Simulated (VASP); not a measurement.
Runs of VASP 6.6.1 on C. The structure is that of space group P-3m1 (No. 164), or close to it. The cells are those of the table. 

| cell | gap on the mesh (eV) | pressure (GPa) | largest force (eV/Å) |
| --- | --- | --- | --- |
| a = 2.518, b = 2.518, c = 15.333 Å, angles 90.0, 90.0, 60.0°, 12 atoms | (b) | -1.8 | 4.79 |
| a = 2.518, b = 2.518, c = 13.333 Å, angles 90.0, 90.0, 60.0°, 12 atoms | (a) | -6.7 | 3.48 |
| a = 2.518, b = 2.518, c = 12.033 Å, angles 90.0, 90.0, 60.0°, 12 atoms | 4.11 | 21.5 | 14.68 |
| a = 2.518, b = 2.518, c = 13.833 Å, angles 90.0, 90.0, 60.0°, 12 atoms | 0.49 | -5.3 | 4.01 |
| a = 2.518, b = 2.518, c = 12.583 Å, angles 90.0, 90.0, 60.0°, 12 atoms | 4.03 | -4.7 | 1.97 |

Alike in all rows: task single point; level r2SCAN; potentials or basis VASP PAW PBE potentials, release 64 (C); no spin polarisation; k mesh 10 × 10 × 2; cutoff (eV) 520; smearing gaussian 0.05 eV.

Q: Estimate the missing entries.

A: (a) 1.39; (b) none.

Caveats: the PAW data sets were made with another functional, which shifts forces and pressure a little.

A k mesh can miss the band edges.
